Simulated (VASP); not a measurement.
# Sb (R-3m) in VASP: notebook

Sb is run at these levels: PBEsol, PBEsol+D3(BJ), PBE; tasks: single point, relaxation of cell and atoms.

All numbers are computed with VASP 6.6.1; they aren't measurements. Logs are shortened: lines on timing, memory, paths and dates and some standing lists are left out, and cuts for length are marked.

## 1. The cell of the first run

The structure is trigonal, space group R-3m (No. 166). The conventional cell has a = 4.308 Å, b = 4.308 Å, c = 11.274 Å, α = 90.00°, β = 90.00°, γ = 120.00°. Sb (site symmetry 3m) has 6 Sb at 2.91 to 3.35 Å within 3.8 Å.

## 2. Single point, PBEsol

The input, INCAR:

```
SYSTEM = Sb
  PREC = Accurate
  ENCUT = 520
  EDIFF = 1E-7
  ISMEAR = 0
  SIGMA = 0.1
  LREAL = .FALSE.
  LASPH = .TRUE.
  NELM = 100
  ALGO = Normal
  ISIF = 2
  LWAVE = .FALSE.
  LCHARG = .FALSE.
  GGA = PS
  NBANDS = 12
```

The input, KPOINTS:

```
Automatic mesh
0
G
  8 8 8
  0 0 0
```

The input, POSCAR:

```
Sb
1.0
    2.1542000000      1.2437279499      3.7580000000
   -2.1542000000      1.2437279499      3.7580000000
    0.0000000000     -2.4874558998      3.7580000000
Sb
2
Direct
    0.7665100000      0.7665100000      0.7665100000
    0.2334900000      0.2334900000      0.2334900000
```

Potentials or basis: VASP PAW PBE potentials, release 64 (Sb).

Launch:

```sh
> cat potpaw_PBE.64/Sb/POTCAR > POTCAR
> mpirun -np 1 vasp_std > vasp.out
```

OUTCAR:

```text
SYSTEM = Sb
   PREC = Accurate
   ENCUT = 520
   EDIFF = 1E-7
   ISMEAR = 0
   LREAL = .FALSE.
   LASPH = .TRUE.
   NELM = 100
   ISIF = 2
   GGA = PS

 ion  position               nearest neighbor table
   1  0.767  0.767  0.767-   2 2.91   2 2.91   2 2.91   2 3.35   2 3.35   2 3.35
   2  0.233  0.233  0.233-   1 2.91   1 2.91   1 2.91   1 3.35   1 3.35   1 3.35

  LATTYP: Found a trigonal (rhomboedric) cell.
 ALAT       =     4.5066618304
 COS(alpha) =     0.5430253624

  Lattice vectors:

 A1 = (   2.1542000000,   1.2437279499,   3.7580000000)
 A2 = (  -2.1542000000,   1.2437279499,   3.7580000000)
 A3 = (   0.0000000000,  -2.4874558998,   3.7580000000)

Analysis of symmetry for initial positions (statically):
=====================================================================
 Subroutine PRICEL returns:
 Original cell was already a primitive cell.

 Routine SETGRP: Setting up the symmetry group for a
 trigonal (rhombohedral) supercell.

 Subroutine GETGRP returns: Found 12 space group operations
 (whereof 12 operations were pure point group operations)
 out of a pool of 12 trial point group operations.

The static configuration has the point symmetry D_3d.

Analysis of symmetry for dynamics (positions and initial velocities):
=====================================================================
 Subroutine PRICEL returns:
 Original cell was already a primitive cell.

 Routine SETGRP: Setting up the symmetry group for a
 trigonal (rhombohedral) supercell.

 Subroutine GETGRP returns: Found 12 space group operations
 (whereof 12 operations were pure point group operations)
 out of a pool of 12 trial point group operations.

The dynamic configuration has the point symmetry D_3d.

 Subroutine INISYM returns: Found 12 space group operations
 (whereof 12 operations are pure point group operations),
 and found     1 'primitive' translations

----------------------------------------------------------------------------------------

                                     Primitive cell

  volume of cell :      60.4115

  direct lattice vectors                    reciprocal lattice vectors
     2.154200000  1.243727950  3.758000000     0.232104726  0.134005726  0.088699663
    -2.154200000  1.243727950  3.758000000    -0.232104726  0.134005726  0.088699663
     0.000000000 -2.487455900  3.758000000     0.000000000 -0.268011452  0.088699663

  length of vectors
     4.506661830  4.506661830  4.506661830     0.282307932  0.282307932  0.282307932

  position of ions in fractional coordinates (direct lattice)
     0.766510000  0.766510000  0.766510000
     0.233490000  0.233490000  0.233490000

  ion indices of the primitive-cell ions
   primitive index   ion index
[... 82 lines left out ...]
   POTIM  = 0.5000    time-step for ionic-motion
   TEBEG  =    0.0;   TEEND  =   0.0 temperature during run
   PSTRESS=    0.0 pullay stress
   NELECT =      10.0000    total number of electrons
   NUPDOWN=      -1.0000    fix difference up-down
   EMIN   =  10.00;   EMAX   =-10.00  energy-range for DOS
   EFERMI =   0.00;   METHOD = LEGACY
   ISMEAR =     0;   SIGMA  =   0.10  broadening in eV -4-tet -1-fermi 0-gaus
   EFERMI_NEDOS =   21; number of points for ismear=-14 and -15
   IALGO  =     38    algorithm
   IMIX   =      4    mixing-type and parameters
     AMIX     =   0.40;   BMIX     =  1.00
     AMIX_MAG =   1.60;   BMIX_MAG =  1.00
  volume/ion in A,a.u.               =      30.21       203.84
  Fermi-wavevector in a.u.,A,eV,Ry     =   0.898880  1.698637 10.993305  0.807985
  Thomas-Fermi vector in A             =   2.021644
   LORBIT       =      0    0 simple, 1 ext, 2 COOP (PROOUT), +10 PAW based schemes
   GGA     = PS    functional components
   LHFCALC =     F    Hartree Fock is set to
   AEXX    =    0.0000 exact exchange contribution
   IVDW    =     0    specifies the selected vdW correction
   LEPSILON=     F    determine dielectric tensor
   LRPA    =     F    only Hartree local field effects (RPA)
 non-spin polarized calculation
 Gauss-broadening in eV      SIGMA  =   0.10
  energy-cutoff  :      520.00
  volume of cell :       60.41
 maximum number of plane-waves:      1638
 NGX is ok and might be reduce to    36
   NGX = 17   NGY = 17   NGZ = 17

 number of electron      10.0000000 magnetization

 Free energy of the ion-electron system (eV)
  ---------------------------------------------------
  ext. energy  EPLUGINS =         0.00000000
  ---------------------------------------------------
  free energy    TOTEN  =        -9.11855796 eV

  energy without entropy =       -9.11680473  energy(sigma->0) =       -9.11768135

 E-fermi :   7.2096     XC(G=0):  -9.6649

 val. band max:        7.1983038806   @ k =   0.3750   0.1250   0.1250
 cond. band min:       7.2663174021   @ k =   0.5000   0.5000   0.5000
 fundamental gap:      0.0680135214
 Fermi energy:         7.2096310060

 k-point     1 :       0.0000    0.0000    0.0000
  band No.  band energies     occupation
      1      -5.6028      2.00000
      2       2.3243      2.00000
      3       5.0759      2.00000
      4       5.3453      2.00000
      5       5.3453      2.00000
      6       9.1890      0.00000
      7       9.8269      0.00000
      8       9.8269      0.00000
      9      12.1990      0.00000
     10      12.1990      0.00000
     11      12.3528      0.00000
     12      13.6089      0.00000
[... 331 lines left out ...]
 k-point    24 :       0.3750    0.1250    0.1250
  band No.  band energies     occupation
      1      -4.6031      2.00000
      2      -0.4113      2.00000
      3       3.7565      2.00000
      4       5.6070      2.00000
      5       7.1983      1.12727
      6       7.3242      0.10507
      7       7.8038      0.00000
      8      10.1668      0.00000
      9      12.0809      0.00000
     10      13.0707      0.00000
     11      14.2918      0.00000
     12      16.0436      0.00000

 [... further k-points ...]
[... 5 lines left out ...]
  --------------------------------------------------------------------------------------
  -------------------------------------------------------------------------------------
  Total        0.1588505      0.1588505     -0.0912780      0.0000000     -0.0000000     -0.0000000
  in kB        4.2128863      4.2128863     -2.4207921      0.0000000     -0.0000000     -0.0000000
  external PRESSURE =       2.0016602 kB  Pullay stress =       0.0000000 kB

 VOLUME and BASIS-vectors are now :
 -----------------------------------------------------------------------------
  energy-cutoff  :      520.00
  volume of cell :       60.41
      direct lattice vectors                 reciprocal lattice vectors
     2.154200000  1.243727950  3.758000000     0.232104726  0.134005726  0.088699663
    -2.154200000  1.243727950  3.758000000    -0.232104726  0.134005726  0.088699663
     0.000000000 -2.487455900  3.758000000     0.000000000 -0.268011452  0.088699663

 POSITION                                       TOTAL-FORCE (eV/Angst)
 -----------------------------------------------------------------------------------
      0.00000      0.00000      8.64163         0.000000     -0.000000     -0.153178
      0.00000      0.00000      2.63237         0.000000      0.000000      0.153178
 -----------------------------------------------------------------------------------
    total drift:                                0.000000     -0.000000     -0.000000

  FREE ENERGIE OF THE ION-ELECTRON SYSTEM (eV)
  ---------------------------------------------------
  free  energy   TOTEN  =        -9.1185579589 eV

  energy  without entropy=       -9.1168047348  energy(sigma->0) =       -9.11768135
```

OSZICAR:

```text
N       E                     dE             d eps       ncg     rms          rms(c)
DAV:   1     0.345012572348E+02    0.34501E+02   -0.36100E+03  1560   0.661E+02
DAV:   2    -0.714162557902E+01   -0.41643E+02   -0.40111E+02  2076   0.107E+02
DAV:   3    -0.911731270852E+01   -0.19757E+01   -0.19663E+01  1940   0.261E+01
DAV:   4    -0.913471794899E+01   -0.17405E-01   -0.17404E-01  1760   0.293E+00
DAV:   5    -0.913493074554E+01   -0.21280E-03   -0.21280E-03  1948   0.356E-01    0.290E+00
DAV:   6    -0.912476338767E+01    0.10167E-01   -0.22478E-03  1784   0.270E-01    0.174E+00
DAV:   7    -0.911851082489E+01    0.62526E-02   -0.55998E-03  1808   0.419E-01    0.536E-02
DAV:   8    -0.911855056330E+01   -0.39738E-04   -0.12400E-04  1888   0.747E-02    0.159E-02
DAV:   9    -0.911855830433E+01   -0.77410E-05   -0.12064E-05  1880   0.206E-02    0.556E-03
DAV:  10    -0.911855777978E+01    0.52455E-06   -0.84162E-07  1832   0.527E-03    0.132E-03
DAV:  11    -0.911855795181E+01   -0.17203E-06   -0.19355E-07  1624   0.230E-03    0.416E-04
DAV:  12    -0.911855795892E+01   -0.71080E-08   -0.21103E-08   968   0.870E-04
   1 F= -.91185580E+01 E0= -.91176813E+01  d E =-.175322E-02
```

stdout:

```text
POSCAR found type information on POSCAR Sb
 POSCAR found :  1 types and       2 ions
 scaLAPACK will be used
 -----------------------------------------------------------------------------
|                                                                             |
|                                                                             |
|     You enforced a specific xc type in the INCAR file but a different       |
|     I HOPE YOU KNOW WHAT YOU ARE DOING!                                     |
|                                                                             |
 -----------------------------------------------------------------------------

 LDA part: xc-table for (Slater+PW92), standard interpolation
 POSCAR, INCAR and KPOINTS ok, starting setup
 FFT: planning ... GRIDC
 FFT: planning ... GRID_SOFT
 FFT: planning ... GRID
 WAVECAR not read
 entering main loop
```

Run time: 1.9 min. Hardware: 1 thread of AMD EPYC 7R13, shared host; peak memory 0.19 GiB.

Results:

```yaml
Free_energy: -9.1186 eV
Pressure: 0.2 GPa
Largest_force: 0.153 eV/Å
Band_gap_on_the_k_mesh: zero (band 5 reaches 7.20 eV, above the bottom of band 6 at 6.89 eV)
```

Forces in eV/Å, atoms in the order of the input:
```
Sb   0.000  0.000 -0.153
Sb   0.000  0.000  0.153
```

Caveat: the PAW data sets were made with another functional, which shifts forces and pressure a little; spin-orbit coupling is left out, which moves the levels of the heavy elements.

## 3. Relaxation of cell and atoms, PBEsol+D3(BJ)

The input, INCAR:

```
PREC = Accurate ; ENCUT = 600
EDIFF = 1E-7 ; ISMEAR = -1
SIGMA = 0.05 ; LREAL = False
LASPH = True ; NELM = 80
ALGO = Normal ; ISIF = 3
LWAVE = False ; LCHARG = False
GGA = PS ; IVDW = 12
IBRION = 2 ; NSW = 80
EDIFFG = -0.005
```

The input, KPOINTS:

```
Automatic mesh
0
Gamma
  8 8 8
```

POSCAR is that of step 2.

Potentials or basis: VASP PAW PBE potentials, release 64 (Sb).

Launch:

```sh
> cat potpaw_PBE.64/Sb/POTCAR > POTCAR
> mpirun -np 1 vasp_std > vasp.out
```

It took 8.4 min on 1 thread of AMD EPYC 7R13, shared host; peak memory 0.21 GiB.

Results (log left out):

- Free energy: -10.0635 eV
- Relaxed volume: 28.34 Å³/atom
- Relaxed cell: a = 4.351 Å, b = 4.351 Å, c = 4.351 Å, α = 58.83°, β = 58.83°, γ = 58.83°
- Space group after relaxing (to 0.05 Å): R-3m (No. 166)
- Energy gained by relaxing: 20.2 meV/atom
- Ionic steps: 10
- Pressure after relaxing: 0.0 GPa
- Band gap on the k mesh: zero (band 5 reaches 7.94 eV, above the bottom of band 6 at 7.63 eV)
- Dispersion energy per atom: -0.482 eV

Step by step:
| step | energy change (eV) | largest force (eV/Å) | pressure (GPa) | volume (Å³) |
| --- | --- | --- | --- | --- |
| 1 | 0.0000 | 0.1533 | -2.20 | 60.41 |
| 2 | -0.0179 | 0.4260 | 1.30 | 56.86 |
| 3 | -0.0204 | 0.3555 | 0.31 | 57.74 |
| 4 | -0.0322 | 0.2151 | 0.29 | 57.22 |
| 5 | -0.0397 | 0.0081 | 0.46 | 56.25 |
| 6 | -0.0397 | 0.0164 | 0.45 | 56.30 |
| 7 | -0.0394 | 0.0477 | -0.58 | 57.15 |
| 8 | -0.0403 | 0.0126 | -0.02 | 56.68 |
| 9 | -0.0404 | 0.0062 | -0.01 | 56.67 |
| 10 | -0.0404 | 0.0009 | 0.00 | 56.67 |

Final structure:
```yaml
crystal:
  lattice:
    - [2.13664, 1.23359, 3.58350]
    - [-2.13664, 1.23359, 3.58350]
    - [0.00000, -2.46717, 3.58350]
  atoms:
    - { symbol: Sb, position: [0.76153, 0.76153, 0.76153] }
    - { symbol: Sb, position: [0.23847, 0.23847, 0.23847] }
```

Levels at points of the mesh, in eV from the Fermi level:
| k point | band 1 | band 2 | band 3 | band 4 | band 5 | band 6 | band 7 | band 8 | band 9 |
| --- | --- | --- | --- | --- | --- | --- | --- | --- | --- |
| (0.00, 0.00, 0.00) | -13.09 | -4.40 | -2.00 | -1.90 | -1.90 | 2.62 | 3.01 | 3.01 | 4.79 |
| (0.50, 0.00, 0.00) | -10.49 | -9.98 | -1.66 | -1.47 | -0.40 | -0.10 | 0.05 | 0.25 | 8.15 |
| (0.50, 0.50, 0.00) | -10.48 | -7.83 | -5.95 | -3.98 | -3.95 | 1.50 | 5.39 | 5.65 | 7.65 |
| (0.50, 0.50, 0.50) | -11.05 | -9.50 | -1.25 | -1.25 | -0.35 | -0.25 | -0.25 | 0.84 | 7.66 |

Caveat: the PAW data sets were made with another functional, which shifts forces and pressure a little; spin-orbit coupling is left out, which moves the levels of the heavy elements; pairwise dispersion overbinds metals, which lowers pressure and volume.

## 4. Single point, PBE

The input, INCAR:

```
SYSTEM = Sb
PREC = Accurate ; ENCUT = 520
EDIFF = 1E-6 ; ISMEAR = -1
SIGMA = 0.05 ; LREAL = .False.
LASPH = .True. ; NELM = 80
ALGO = Normal ; ISIF = 2
LWAVE = .False. ; LCHARG = .False.
GGA = PE ; NBANDS = 12
```

The input, KPOINTS:

```
regular mesh
0
Gamma
  3 3 3
  0 0 0
```

POSCAR is that of step 3.

Launch:

```sh
> cat potpaw_PBE.64/Sb/POTCAR > POTCAR
> mpirun -np 1 vasp_std > vasp.out
```

Run time: 8.1 s. Hardware: 1 thread of Intel Xeon Platinum 8375C at 2.90GHz (Ice Lake), shared host; peak memory 0.19 GiB.

It converged, with:

```yaml
Free_energy: -8.3599 eV
Pressure: 3.5 GPa
Largest_force: 0.089 eV/Å
Band_gap_on_the_k_mesh: 1.29 eV, indirect (least direct gap 1.32 eV)
```

Forces on the atoms (eV/Å):
```
Sb   0.000  0.000  0.089
Sb   0.000  0.000 -0.089
```

Stress tensor (GPa, compression positive):
```
4.28 0.00 0.00
0.00 4.28 0.00
0.00 0.00 2.07
```

Levels at points of the mesh, in eV from the valence-band top:
```csv
k point,band 2,band 3,band 4,band 5,band 6,band 7,band 8,band 9
"(0.00, 0.00, 0.00)",-4.21,-1.49,-1.19,-1.19,2.71,3.30,3.30,5.66
```

Caveat: the k points lie up to 0.59 Å⁻¹ apart; spin-orbit coupling is left out, which moves the levels of the heavy elements. Expect the measured gap to be larger: semilocal functionals such as PBE lack the derivative discontinuity.

## 5. The runs side by side

```csv
task,level,cell,k mesh,cutoff (eV),smearing,gap on the mesh (eV),pressure (GPa),largest force (eV/Å)
single point,PBEsol,as given,8 × 8 × 8,520,gaussian 0.1 eV,none,0.2,0.15
relaxation of cell and atoms,PBEsol+D3(BJ),relaxed,8 × 8 × 8,600,fermi-dirac 0.05 eV,none,0.0,-
single point,PBE,as given,3 × 3 × 3,520,fermi-dirac 0.05 eV,1.29,3.5,0.09
```

Alike in all rows: potentials or basis VASP PAW PBE potentials, release 64 (Sb); no spin polarisation.

Caveats: some runs use coarse meshes; spin-orbit coupling is left out, which moves the levels of the heavy elements; the PAW data sets were made with another functional, which shifts forces and pressure a little (some runs); pairwise dispersion overbinds metals, which lowers pressure and volume (some runs).

Absolute energies hang on the potentials; compare differences alone.
